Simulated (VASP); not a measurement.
# Pd in VASP: a series of runs

Runs on Pd. Level: LDA. Tasks: single point.

All numbers are computed with VASP 6.6.1; they aren't measurements. Logs are shortened: lines on timing, memory, paths and dates and some standing lists are left out, and cuts for length are marked.

### Step 1. The cell of the first run

It takes space group Fm-3m (No. 225, cubic). The conventional cell has a = 3.891 Å, b = 3.891 Å, c = 3.891 Å, α = 90.00°, β = 90.00°, γ = 90.00°. Pd (site symmetry m-3m) has 12 Pd at 2.75 Å within 3.6 Å.

### Step 2. Single point, LDA, collinear spin (14.73 Å³/atom)

INCAR

```
  PREC = Accurate
  ENCUT = 520
  EDIFF = 1E-6
  ISMEAR = -1
  SIGMA = 0.05
  LREAL = F
  LASPH = T
  NELM = 150
  ALGO = Normal
  ISIF = 2
  LWAVE = F
  LCHARG = T
  ISPIN = 2
  MAGMOM = 0.5
  LORBIT = 11
  LMAXMIX = 4
  LELF = T
  LVHAR = T
  NBANDS = 15
```

KPOINTS

```
Automatic mesh
0
Gamma
  23 23 23
```

POSCAR

```
Pd
1.0
    0.0000000000      1.9455468006      1.9455468006
    1.9455468006      0.0000000000      1.9455468006
    1.9455468006      1.9455468006      0.0000000000
Pd
1
Direct
    0.0000000000      0.0000000000      0.0000000000
```

Potentials or basis: VASP PAW LDA potentials, release 64 (Pd).

Run with:

```sh
$ cat potpaw_LDA.64/Pd/POTCAR > POTCAR
$ mpirun -np 1 vasp_std > vasp.out
```

OUTCAR:

```text
PREC = Accurate
   ENCUT = 520
   EDIFF = 1E-6
   ISMEAR = -1
   LREAL = F
   LASPH = T
   NELM = 150
   ISIF = 2
   ISPIN = 2
   LORBIT = 11

 ion  position               nearest neighbor table
   1  0.000  0.000  0.000-

  LATTYP: Found a face centered cubic cell.
 ALAT       =     3.8910936012

  Lattice vectors:

 A1 = (   0.0000000000,   1.9455468006,   1.9455468006)
 A2 = (   1.9455468006,   0.0000000000,   1.9455468006)
 A3 = (   1.9455468006,   1.9455468006,   0.0000000000)

Analysis of symmetry for initial positions (statically):
=====================================================================
 Subroutine PRICEL returns:
 Original cell was already a primitive cell.

 Routine SETGRP: Setting up the symmetry group for a
 face centered cubic supercell.

 Subroutine GETGRP returns: Found 48 space group operations
 (whereof 48 operations were pure point group operations)
 out of a pool of 48 trial point group operations.

The static configuration has the point symmetry O_h .

Analysis of symmetry for dynamics (positions and initial velocities):
=====================================================================
 Subroutine PRICEL returns:
 Original cell was already a primitive cell.

 Routine SETGRP: Setting up the symmetry group for a
 face centered cubic supercell.

 Subroutine GETGRP returns: Found 48 space group operations
 (whereof 48 operations were pure point group operations)
 out of a pool of 48 trial point group operations.

The dynamic configuration has the point symmetry O_h .

Analysis of structural, dynamic, and magnetic symmetry:
=====================================================================
 Subroutine PRICEL returns:
 Original cell was already a primitive cell.

 Routine SETGRP: Setting up the symmetry group for a
 face centered cubic supercell.

 Subroutine GETGRP returns: Found 48 space group operations
 (whereof 48 operations were pure point group operations)
 out of a pool of 48 trial point group operations.

The overall configuration has the point symmetry O_h .

 Subroutine INISYM returns: Found 48 space group operations
 (whereof 48 operations are pure point group operations),
 and found     1 'primitive' translations

----------------------------------------------------------------------------------------

                                     Primitive cell

  volume of cell :      14.7284

  direct lattice vectors                    reciprocal lattice vectors
     0.000000000  1.945546801  1.945546801    -0.256997159  0.256997159  0.256997159
     1.945546801  0.000000000  1.945546801     0.256997159 -0.256997159  0.256997159
     1.945546801  1.945546801  0.000000000     0.256997159  0.256997159 -0.256997159

  length of vectors
     2.751418672  2.751418672  2.751418672     0.445132136  0.445132136  0.445132136

  position of ions in fractional coordinates (direct lattice)
     0.000000000  0.000000000  0.000000000

  ion indices of the primitive-cell ions
   primitive index   ion index
                 1           1

----------------------------------------------------------------------------------------

 KPOINTS: Automatic mesh

Automatic generation of k-mesh.
 Grid dimensions read from file:
 generate k-points for:   23   23   23

 Generating k-lattice:

  Cartesian coordinates                     Fractional coordinates (reciprocal lattice)
    -0.011173790  0.011173790  0.011173790     0.043478261  0.000000000  0.000000000
     0.011173790 -0.011173790  0.011173790     0.000000000  0.043478261  0.000000000
     0.011173790  0.011173790 -0.011173790     0.000000000  0.000000000  0.043478261

  Length of vectors
     0.019353571  0.019353571  0.019353571

  Shift w.r.t. Gamma in fractional coordinates (k-lattice)
     0.000000000  0.000000000  0.000000000

 Subroutine IBZKPT returns following result:
 ===========================================

 Found    364 irreducible k-points:

 Following reciprocal coordinates:
            Coordinates               Weight
  0.000000  0.000000  0.000000      1.000000
  0.043478  0.000000  0.000000      8.000000
  0.086957  0.000000  0.000000      8.000000
  0.130435  0.000000  0.000000      8.000000
  0.173913  0.000000  0.000000      8.000000
  0.217391  0.000000  0.000000      8.000000
[... 16 lines left out ...]
  0.478261  0.043478  0.000000     24.000000
 -0.478261  0.043478  0.000000     24.000000
 [... further k-points ...]
   k-points           NKPTS =    364   k-points in BZ     NKDIM =    364   number of bands    NBANDS=     15
   number of dos      NEDOS =    301   number of ions     NIONS =      1
   total plane-waves  NPLWV =   8000
   dimension x,y,z NGX =    20 NGY =   20 NGZ =   20
   dimension x,y,z NGXF=    40 NGYF=   40 NGZF=   40
   ions per type =               1
   NGX,Y,Z   is equivalent  to a cutoff of  12.08, 12.08, 12.08 a.u.
   NGXF,Y,Z  is equivalent  to a cutoff of  24.17, 24.17, 24.17 a.u.
 SYSTEM =  unknown system
   PREC   = accura    normal or accurate (medium, high low for compatibility)
   ISTART =      0    job   : 0-new  1-cont  2-samecut
   ICHARG =      2    charge: 1-file 2-atom 10-const
   ISPIN  =      2    spin polarized calculation?
   LNONCOLLINEAR =      F non collinear calculations
   LSORBIT =      F    spin-orbit coupling
   LASPH  =      T    aspherical Exc in radial PAW
   ENCUT  =  520.0 eV  38.22 Ry    6.18 a.u.   5.12  5.12  5.12*2*pi/ulx,y,z
   NELM   =    150;   NELMIN=  2; NELMDL= -5     # of ELM steps
   EDIFF  = 0.1E-05   stopping-criterion for ELM
   LREAL  =      F    real-space projection
   EDIFFG = 0.1E-04   stopping-criterion for IOM
   NSW    =      0    number of steps for IOM
   IBRION =     -1    ionic relax: 0-MD 1-quasi-New 2-CG
   NFREE  =      0    steps in history (QN), initial steepest desc. (CG)
   ISIF   =      2    stress and relaxation
   ISYM   =      2    0-nonsym 1-usesym 2-fastsym
   POTIM  = 0.5000    time-step for ionic-motion
   TEBEG  =    0.0;   TEEND  =   0.0 temperature during run
   PSTRESS=    0.0 pullay stress
   NELECT =      10.0000    total number of electrons
   NUPDOWN=      -1.0000    fix difference up-down
   EMIN   =  10.00;   EMAX   =-10.00  energy-range for DOS
   EFERMI =   0.00;   METHOD = LEGACY
   ISMEAR =    -1;   SIGMA  =   0.05  broadening in eV -4-tet -1-fermi 0-gaus
   EFERMI_NEDOS =   21; number of points for ismear=-14 and -15
   IALGO  =     38    algorithm
   IMIX   =      4    mixing-type and parameters
     AMIX     =   0.40;   BMIX     =  1.00
     AMIX_MAG =   1.60;   BMIX_MAG =  1.00
  volume/ion in A,a.u.               =      14.73        99.39
  Fermi-wavevector in a.u.,A,eV,Ry     =   1.438875  2.719080 28.168986  2.070362
  Thomas-Fermi vector in A             =   2.557793
   LORBIT       =     11    0 simple, 1 ext, 2 COOP (PROOUT), +10 PAW based schemes
   GGA     = CA    functional components
   LHFCALC =     F    Hartree Fock is set to
   AEXX    =    0.0000 exact exchange contribution
   IVDW    =     0    specifies the selected vdW correction
   LEPSILON=     F    determine dielectric tensor
   LRPA    =     F    only Hartree local field effects (RPA)
 spin polarized calculation
  energy-cutoff  :      520.00
  volume of cell :       14.73
 maximum number of plane-waves:       411
   NGX = 11   NGY = 11   NGZ = 11

 number of electron      10.0000000 magnetization       0.5000000

 number of electron       9.9999999 magnetization       0.0048456

 number of electron       9.9999999 magnetization      -0.0008526

 Free energy of the ion-electron system (eV)
  ---------------------------------------------------
  ext. energy  EPLUGINS =         0.00000000
  ---------------------------------------------------
  free energy    TOTEN  =        -6.48995725 eV

  energy without entropy =       -6.47062897  energy(sigma->0) =       -6.48029311

 E-fermi :   9.6101     XC(G=0): -13.5269

 val. band max:        9.6094980509   @ k =   0.4783   0.0870   0.0000
 cond. band min:       9.6147566910   @ k =  -0.4348   0.3478   0.0870
 fundamental gap:      0.0052586401
 Fermi energy:         9.6100635375

 spin component 1

 k-point     1 :       0.0000    0.0000    0.0000
  band No.  band energies     occupation
      1       2.3684      1.00000
      2       6.7346      1.00000
      3       6.7346      1.00000
      4       6.7346      1.00000
      5       8.3851      1.00000
      6       8.3851      1.00000
      7      26.7507      0.00000
      8      31.4772      0.00000
      9      31.4772      0.00000
     10      31.4772      0.00000
     11      35.3733      0.00000
     12      36.9884      0.00000
     13      40.1850      0.00000
     14      40.1850      0.00000
     15      40.1850      0.00000
[... 397 lines left out ...]
 k-point    24 :      -0.4783    0.0435    0.0000
  band No.  band energies     occupation
      1       4.2931      1.00000
      2       6.6617      1.00000
      3       6.7371      1.00000
      4       9.2143      0.99964
      5       9.5769      0.65998
      6      10.9905      0.00000
      7      16.8830      0.00000
      8      26.1741      0.00000
      9      30.1968      0.00000
     10      30.4573      0.00000
     11      35.4085      0.00000
     12      37.0572      0.00000
     13      37.1077      0.00000
     14      40.8751      0.00000
     15      43.6886      0.00000

 [... further k-points ...]

 spin component 2

 k-point     1 :       0.0000    0.0000    0.0000
  band No.  band energies     occupation
      1       2.3684      1.00000
      2       6.7341      1.00000
      3       6.7341      1.00000
      4       6.7341      1.00000
      5       8.3846      1.00000
      6       8.3846      1.00000
      7      26.7506      0.00000
      8      31.4771      0.00000
      9      31.4771      0.00000
     10      31.4771      0.00000
     11      35.3721      0.00000
     12      36.9884      0.00000
     13      40.1848      0.00000
     14      40.1848      0.00000
     15      40.1848      0.00000
[... 397 lines left out ...]
 k-point    24 :      -0.4783    0.0435    0.0000
  band No.  band energies     occupation
      1       4.2928      1.00000
      2       6.6612      1.00000
      3       6.7366      1.00000
      4       9.2138      0.99964
      5       9.5763      0.66255
      6      10.9903      0.00000
      7      16.8826      0.00000
      8      26.1741      0.00000
      9      30.1967      0.00000
     10      30.4571      0.00000
     11      35.4073      0.00000
     12      37.0571      0.00000
     13      37.1076      0.00000
     14      40.8750      0.00000
     15      43.6869      0.00000

 [... further k-points ...]

------------------------ aborting loop because EDIFF is reached ----------------------------------------

  FORCE on cell =-STRESS in cart. coord.  units (eV):
  Direction    XX          YY          ZZ          XY          YZ          ZX
  --------------------------------------------------------------------------------------
  -------------------------------------------------------------------------------------
  Total       -0.7331085     -0.7331085     -0.7331085     -0.0000000     -0.0000000      0.0000000
  in kB      -79.7487284    -79.7487284    -79.7487284     -0.0000000     -0.0000000      0.0000000
  external PRESSURE =     -79.7487284 kB  Pullay stress =       0.0000000 kB

 VOLUME and BASIS-vectors are now :
 -----------------------------------------------------------------------------
  energy-cutoff  :      520.00
  volume of cell :       14.73
      direct lattice vectors                 reciprocal lattice vectors
     0.000000000  1.945546801  1.945546801    -0.256997159  0.256997159  0.256997159
     1.945546801  0.000000000  1.945546801     0.256997159 -0.256997159  0.256997159
     1.945546801  1.945546801  0.000000000     0.256997159  0.256997159 -0.256997159

 POSITION                                       TOTAL-FORCE (eV/Angst)
 -----------------------------------------------------------------------------------
      0.00000      0.00000      0.00000        -0.000000     -0.000000     -0.000000
 -----------------------------------------------------------------------------------
    total drift:                                0.000000      0.000000      0.000000

  FREE ENERGIE OF THE ION-ELECTRON SYSTEM (eV)
  ---------------------------------------------------
  free  energy   TOTEN  =        -6.4899572545 eV

  energy  without entropy=       -6.4706289736  energy(sigma->0) =       -6.48029311

 total charge

# of ion       s       p       d       tot
------------------------------------------
    1        0.493   0.487   8.459   9.439

 magnetization (x)

# of ion       s       p       d       tot
------------------------------------------
    1        0.000   0.000  -0.001  -0.001
```

Wall time 2 min (1 thread of Intel Xeon 8259CL, shared host); peak memory 0.22 GiB.

Results:

```yaml
Free_energy: -6.4900 eV
Pressure: -8.0 GPa
Band_gap_on_the_k_mesh: zero (filled and empty bands overlap)
Net_moment: 0.00 μB per cell
Valence_electrons_inside_the_program's_atomic_spheres: Pd 9.44
```

Caveat: the cell stands under tension.

### Step 3. Single point, LDA, collinear spin (13.59 Å³/atom)

INCAR

```
PREC = Accurate
ENCUT = 520
EDIFF = 1E-6
ISMEAR = -1
SIGMA = 0.05
LREAL = F
LASPH = T
NELM = 150
ALGO = Normal
ISIF = 2
LWAVE = F
LCHARG = T
ISPIN = 2
MAGMOM = 0.5 -0.5
LORBIT = 11
LMAXMIX = 4
GGA = CA
LELF = T
LVHAR = T
NBANDS = 21
```

KPOINTS

```
regular mesh
0
Gamma
  19 19 14
```

POSCAR

```
Pd
1.0
    2.6839004635      0.0000000000      0.0000000000
    0.0000000000      2.6839004635      0.0000000000
    0.0000000000      0.0000000000      3.7731189669
Pd
2
Direct
    1.0000000000      0.0000000000      0.0000000000
    0.5000000000      0.5000000000      0.5000000000
```

Potentials or basis: VASP PAW LDA potentials, release 64 (Pd).

Run with:

```sh
$ cat potpaw_LDA.64/Pd/POTCAR > POTCAR
$ mpirun -np 1 vasp_std > vasp.out
```

Run time: 2.3 min. Hardware: 1 thread of Intel Xeon 6975P-C (Granite Rapids), shared host; peak memory 0.4 GiB.

The run converged. Its results:

```yaml
Free_energy: -12.9677 eV
Pressure: 10.6 GPa
Band_gap_on_the_k_mesh: zero (filled and empty bands overlap)
Net_moment: 0.00 μB per cell
Valence_electrons_inside_the_program's_atomic_spheres: Pd 9.63
```

Stress tensor (GPa, compression positive):
```
10.45  0.00  0.00
 0.00 10.45  0.00
 0.00  0.00 10.92
```

Levels at points of the mesh, in eV from the Fermi level:
Spin up:
```tsv
k point	band 8	band 9	band 10	band 11	band 12	band 13
(0.00, 0.00, 0.00)	-1.37	-0.04	0.34	0.34	3.32	11.71
(0.00, 0.00, 0.50)	-1.83	-1.83	-1.83	-0.78	-0.78	18.81
```
Spin down:
```csv
k point,band 6,band 7,band 8,band 9,band 10,band 11,band 12,band 13,band 14,band 15
"(0.00, 0.00, 0.00)",-3.24,-1.44,-1.37,-0.04,0.34,0.34,3.32,11.71,13.42,13.42
"(0.00, 0.00, 0.50)",-2.10,-1.83,-1.83,-1.83,-1.83,-0.78,-0.78,18.81,18.81,18.81
```

Caveat: the cell stands under pressure.
